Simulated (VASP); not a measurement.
# Ru in VASP: single point with PBE

Aim: the single point of Ru with PBE.

Everything below comes from runs of VASP 6.6.1. Logs are shortened: lines on timing, memory, paths and dates and some standing lists are left out, and cuts for length are marked.

**1. The cell of the first run**

The cell holds a slab with vacuum, 10 atoms: a = 2.706 Å, b = 4.282 Å, c = 30.154 Å, α = 90.00°, β = 90.00°, γ = 90.00°.

**2. Single point, PBE**

Contents of INCAR:

```
ALGO     = Normal         # electronic algorithm
DIPOL    = 0.5 0.5 0.500
EDIFF    = 1E-6           # SCF threshold, eV
ENCUT    = 520            # plane-wave cutoff, eV
GGA      = PE             # functional
IDIPOL   = 3            
ISIF     = 2              # what is computed and relaxed
ISMEAR   = 0              # smearing method
LASPH    = True           # aspherical terms in the spheres
LCHARG   = False          # write CHGCAR
LDIPOL   = True         
LREAL    = False          # projectors in reciprocal space
LWAVE    = False          # write WAVECAR
NBANDS   = 81             # bands
NELM     = 100            # most SCF steps
PREC     = Accurate       # precision mode
SIGMA    = 0.1            # smearing width, eV
```

Contents of KPOINTS:

```
k-points
0
Gamma
  9 6 1
```

Contents of POSCAR:

```
Ru
1.0
    2.7057993300      0.0000000000      0.0000000000
    0.0000000000      4.2819000000      0.0000000000
    0.0000000000      0.0000000000     30.1542609869
Ru
10
Direct
    0.0000000000      0.7500000000      0.3316280908
    0.5000000000      0.2500000000      0.3575314672
    0.5000000000      0.7500000000      0.4093382013
    0.0000000000      0.2500000000      0.4352415777
    0.0000000000      0.7500000000      0.4870483118
    0.5000000000      0.2500000000      0.5133358670
    0.5000000000      0.7500000000      0.5662187965
    0.0000000000      0.2500000000      0.5920027503
    0.0000000000      0.7500000000      0.6436389405
    0.5000000000      0.2500000000      0.6665181761
```

Potentials or basis: VASP PAW PBE potentials, release 64 (Ru_pv).

Launch:

```
$ cat potpaw_PBE.64/Ru_pv/POTCAR > POTCAR
$ mpirun -np 1 vasp_std > vasp.out
```

OUTCAR:

```text
EDIFF = 1E-6
   ENCUT = 520
   GGA = PE
   ISIF = 2
   ISMEAR = 0
   LASPH = True
   LREAL = False
   NELM = 100
   PREC = Accurate

 ion  position               nearest neighbor table
   1  0.000  0.750  0.332-   2 2.65   2 2.65   2 2.65   2 2.65   3 2.71   3 2.71
   2  0.500  0.250  0.358-   3 2.65   3 2.65   1 2.65   1 2.65   1 2.65   1 2.65   4 2.71   4 2.71

   3  0.500  0.750  0.409-   2 2.65   2 2.65   4 2.65   4 2.65   4 2.65   4 2.65   1 2.71   1 2.71
                             5 2.71   5 2.71
   4  0.000  0.250  0.435-   5 2.65   5 2.65   3 2.65   3 2.65   3 2.65   3 2.65   2 2.71   2 2.71
                             6 2.72   6 2.72
   5  0.000  0.750  0.487-   4 2.65   4 2.65   6 2.65   6 2.65   6 2.65   6 2.65   3 2.71   3 2.71
                             7 2.74   7 2.74
   6  0.500  0.250  0.513-   5 2.65   5 2.65   5 2.65   5 2.65   7 2.67   7 2.67   4 2.72   4 2.72
                             8 2.73   8 2.73
   7  0.500  0.750  0.566-   8 2.65   8 2.65   8 2.65   8 2.65   6 2.67   6 2.67   9 2.70   9 2.70
                             5 2.74   5 2.74
   8  0.000  0.250  0.592-  10 2.62  10 2.62   9 2.65   9 2.65   7 2.65   7 2.65   7 2.65   7 2.65
                             6 2.73   6 2.73
   9  0.000  0.750  0.644-  10 2.62  10 2.62  10 2.62  10 2.62   8 2.65   8 2.65   7 2.70   7 2.70

  10  0.500  0.250  0.667-   8 2.62   8 2.62   9 2.62   9 2.62   9 2.62   9 2.62

  LATTYP: Found a simple orthorhombic cell.
 ALAT       =     2.7057993300
 B/A-ratio  =     1.5824898589
 C/A-ratio  =    11.1443079509

  Lattice vectors:

 A1 = (   2.7057993300,   0.0000000000,   0.0000000000)
 A2 = (   0.0000000000,   4.2819000000,   0.0000000000)
 A3 = (   0.0000000000,   0.0000000000,  30.1542609869)

Analysis of symmetry for initial positions (statically):
=====================================================================
 Subroutine PRICEL returns:
 Original cell was already a primitive cell.

 Routine SETGRP: Setting up the symmetry group for a
 simple orthorhombic supercell.

 Subroutine GETGRP returns: Found  4 space group operations
 (whereof  2 operations were pure point group operations)
 out of a pool of  8 trial point group operations.

The static configuration has the point symmetry C_1h.
 The point group associated with its full space group is C_2v.

Analysis of symmetry for dynamics (positions and initial velocities):
=====================================================================
 Subroutine PRICEL returns:
 Original cell was already a primitive cell.

 Routine SETGRP: Setting up the symmetry group for a
 simple orthorhombic supercell.

 Subroutine GETGRP returns: Found  4 space group operations
 (whereof  2 operations were pure point group operations)
 out of a pool of  8 trial point group operations.

The dynamic configuration has the point symmetry C_1h.
 The point group associated with its full space group is C_2v.

 Subroutine INISYM returns: Found  4 space group operations
 (whereof  2 operations are pure point group operations),
 and found     1 'primitive' translations

----------------------------------------------------------------------------------------

                                     Primitive cell

  volume of cell :     349.3661

  direct lattice vectors                    reciprocal lattice vectors
     2.705799330  0.000000000  0.000000000     0.369576557  0.000000000  0.000000000
     0.000000000  4.281900000  0.000000000     0.000000000  0.233541185  0.000000000
     0.000000000  0.000000000 30.154260987     0.000000000  0.000000000  0.033162809

  length of vectors
     2.705799330  4.281900000 30.154260987     0.369576557  0.233541185  0.033162809

  position of ions in fractional coordinates (direct lattice)
     0.000000000  0.750000000  0.331628091
     0.500000000  0.250000000  0.357531467
     0.500000000  0.750000000  0.409338201
     0.000000000  0.250000000  0.435241578
     0.000000000  0.750000000  0.487048312
     0.500000000  0.250000000  0.513335867
     0.500000000  0.750000000  0.566218797
     0.000000000  0.250000000  0.592002750
     0.000000000  0.750000000  0.643638940
     0.500000000  0.250000000  0.666518176

  ion indices of the primitive-cell ions
   primitive index   ion index
                 1           1
                 2           2
                 3           3
                 4           4
                 5           5
                 6           6
                 7           7
                 8           8
                 9           9
                10          10

----------------------------------------------------------------------------------------

 KPOINTS: k-points

Automatic generation of k-mesh.
 Grid dimensions read from file:
 generate k-points for:    9    6    1

 Generating k-lattice:

  Cartesian coordinates                     Fractional coordinates (reciprocal lattice)
     0.041064062  0.000000000  0.000000000     0.111111111  0.000000000  0.000000000
     0.000000000  0.038923531  0.000000000     0.000000000  0.166666667  0.000000000
     0.000000000  0.000000000  0.033162809     0.000000000  0.000000000  1.000000000

  Length of vectors
     0.041064062  0.038923531  0.033162809

  Shift w.r.t. Gamma in fractional coordinates (k-lattice)
     0.000000000  0.000000000  0.000000000

 Subroutine IBZKPT returns following result:
 ===========================================

 Found     20 irreducible k-points:

 Following reciprocal coordinates:
            Coordinates               Weight
  0.000000  0.000000  0.000000      1.000000
  0.111111  0.000000  0.000000      2.000000
  0.222222  0.000000  0.000000      2.000000
  0.333333  0.000000  0.000000      2.000000
  0.444444  0.000000  0.000000      2.000000
  0.000000  0.166667  0.000000      2.000000
[... 12 lines left out ...]
  0.333333  0.500000  0.000000      2.000000
  0.444444  0.500000  0.000000      2.000000
   k-points           NKPTS =     20   k-points in BZ     NKDIM =     20   number of bands    NBANDS=     81
   number of dos      NEDOS =    301   number of ions     NIONS =     10
   total plane-waves  NPLWV = 143360
   dimension x,y,z NGX =    20 NGY =   32 NGZ =  224
   dimension x,y,z NGXF=    40 NGYF=   64 NGZF=  448
   ions per type =              10
   NGX,Y,Z   is equivalent  to a cutoff of  12.29, 12.42, 12.35 a.u.
   NGXF,Y,Z  is equivalent  to a cutoff of  24.58, 24.85, 24.70 a.u.
 SYSTEM =  unknown system
   PREC   = accura    normal or accurate (medium, high low for compatibility)
   ISTART =      0    job   : 0-new  1-cont  2-samecut
   ICHARG =      2    charge: 1-file 2-atom 10-const
   ISPIN  =      1    spin polarized calculation?
   LNONCOLLINEAR =      F non collinear calculations
   LSORBIT =      F    spin-orbit coupling
   LASPH  =      T    aspherical Exc in radial PAW
   ENCUT  =  520.0 eV  38.22 Ry    6.18 a.u.   5.03  7.96 56.07*2*pi/ulx,y,z
   NELM   =    100;   NELMIN=  2; NELMDL= -5     # of ELM steps
   EDIFF  = 0.1E-05   stopping-criterion for ELM
   LREAL  =      F    real-space projection
[... 7 lines left out ...]
   TEBEG  =    0.0;   TEEND  =   0.0 temperature during run
   PSTRESS=    0.0 pullay stress
   NELECT =     140.0000    total number of electrons
   NUPDOWN=      -1.0000    fix difference up-down
   EMIN   =  10.00;   EMAX   =-10.00  energy-range for DOS
   EFERMI =   0.00;   METHOD = LEGACY
   ISMEAR =     0;   SIGMA  =   0.10  broadening in eV -4-tet -1-fermi 0-gaus
   EFERMI_NEDOS =   21; number of points for ismear=-14 and -15
   IALGO  =     38    algorithm
   IMIX   =      4    mixing-type and parameters
     AMIX     =   0.40;   BMIX     =  1.00
     AMIX_MAG =   1.60;   BMIX_MAG =  1.00
  volume/ion in A,a.u.               =      34.94       235.76
  Fermi-wavevector in a.u.,A,eV,Ry     =   1.206954  2.280812 19.820110  1.456737
  Thomas-Fermi vector in A             =   2.342606
   LORBIT       =      0    0 simple, 1 ext, 2 COOP (PROOUT), +10 PAW based schemes
   GGA     = PE    functional components
   LHFCALC =     F    Hartree Fock is set to
   AEXX    =    0.0000 exact exchange contribution
   IVDW    =     0    specifies the selected vdW correction
   LEPSILON=     F    determine dielectric tensor
   LRPA    =     F    only Hartree local field effects (RPA)
 non-spin polarized calculation
 Gauss-broadening in eV      SIGMA  =   0.10
  energy-cutoff  :      520.00
  volume of cell :      349.37
 maximum number of plane-waves:      9506
   NGX = 11   NGY = 15   NGZ =113

 dipolmoment           0.000000      0.000000     -0.010856 electrons x Angstroem

 number of electron     140.0000052 magnetization

 dipolmoment           0.000000      0.000000      0.000299 electrons x Angstroem

 Free energy of the ion-electron system (eV)
  ---------------------------------------------------
  ext. energy  EPLUGINS =         0.00000000
  ---------------------------------------------------
  free energy    TOTEN  =       -88.01700377 eV

  energy without entropy =      -87.94891384  energy(sigma->0) =      -87.98295880

 E-fermi :   2.1195     XC(G=0):  -6.2083

 val. band max:        2.1103507596   @ k =   0.4444   0.1667   0.0000
 cond. band min:       2.1246921367   @ k =   0.3333   0.0000   0.0000
 fundamental gap:      0.0143413771
 Fermi energy:         2.1194825540

 k-point     1 :       0.0000    0.0000    0.0000
  band No.  band energies     occupation
      1     -41.5359      2.00000
      2     -41.4729      2.00000
      3     -41.3139      2.00000
      4     -41.2498      2.00000
      5     -41.2228      2.00000
      6     -41.0950      2.00000
[... 1669 lines left out ...]
     80       3.8095      0.00000
     81       5.2575      0.00000

------------------------ aborting loop because EDIFF is reached ----------------------------------------

 vacuum level on the upper side and lower side of the slab       (xc-potential included)        -0.187        -0.191

  FORCE on cell =-STRESS in cart. coord.  units (eV):
  Direction    XX          YY          ZZ          XY          YZ          ZX
  --------------------------------------------------------------------------------------
  -------------------------------------------------------------------------------------
  Total       -2.6487345     -2.1711832     -0.9950695      0.0000000      0.0000000      0.0000000
  in kB      -12.1469772     -9.9569485     -4.5633441      0.0000000      0.0000000      0.0000000
  external PRESSURE =      -8.8890899 kB  Pullay stress =       0.0000000 kB

 VOLUME and BASIS-vectors are now :
 -----------------------------------------------------------------------------
  energy-cutoff  :      520.00
  volume of cell :      349.37
      direct lattice vectors                 reciprocal lattice vectors
     2.705799330  0.000000000  0.000000000     0.369576557  0.000000000  0.000000000
     0.000000000  4.281900000  0.000000000     0.000000000  0.233541185  0.000000000
     0.000000000  0.000000000 30.154260987     0.000000000  0.000000000  0.033162809

 POSITION                                       TOTAL-FORCE (eV/Angst)
 -----------------------------------------------------------------------------------
      0.00000      3.21143     10.00000         0.000000      0.000000      0.695431
      1.35290      1.07048     10.78110         0.000000      0.000000     -0.205499
      1.35290      3.21143     12.34329         0.000000      0.000000     -0.461452
      0.00000      1.07048     13.12439         0.000000      0.000000     -0.254968
      0.00000      3.21143     14.68658         0.000000      0.000000      0.206138
      1.35290      1.07048     15.47926         0.000000      0.000000      0.012251
      1.35290      3.21143     17.07391         0.000000      0.000000      0.001026
      0.00000      1.07048     17.85141         0.000000      0.000000     -0.016668
      0.00000      3.21143     19.40846         0.000000      0.000000     -0.022009
      1.35290      1.07048     20.09836         0.000000      0.000000      0.045751
 -----------------------------------------------------------------------------------
    total drift:                               -0.000000      0.000000     -0.001189

  FREE ENERGIE OF THE ION-ELECTRON SYSTEM (eV)
  ---------------------------------------------------
  free  energy   TOTEN  =       -88.0170037692 eV

  energy  without entropy=      -87.9489138382  energy(sigma->0) =      -87.98295880

 vacuum level on the upper side and lower side of the slab         6.718         6.714
```

It took 26 min on 1 thread of Intel Xeon Platinum 8488C (Sapphire Rapids), shared host; peak memory 0.57 GiB.

Results:

- Free energy: -88.0170 eV
- Largest force: 0.695 eV/Å
- Band gap on the k mesh: zero (bands 70 and 71 overlap by 1.68 eV)

Forces in eV/Å, atoms in the order of the input:
```
Ru   0.000  0.000  0.695
Ru   0.000  0.000 -0.205
Ru   0.000  0.000 -0.461
Ru   0.000  0.000 -0.255
Ru   0.000  0.000  0.206
Ru   0.000  0.000  0.012
Ru   0.000  0.000  0.001
Ru   0.000  0.000 -0.017
Ru   0.000  0.000 -0.022
Ru   0.000  0.000  0.046
```

Levels at points of the mesh, in eV from the Fermi level:
| k point | band 66 | band 67 | band 68 | band 69 | band 70 | band 71 | band 72 | band 73 | band 74 | band 75 |
| --- | --- | --- | --- | --- | --- | --- | --- | --- | --- | --- |
| (0.00, 0.00, 0.00) | -1.34 | -1.27 | -1.18 | -1.09 | -0.96 | -0.91 | -0.52 | -0.17 | -0.16 | 0.12 |
| (0.00, 0.50, 0.00) | -0.93 | -0.82 | -0.74 | -0.28 | -0.18 | 0.35 | 0.45 | 0.46 | 0.49 | 0.50 |
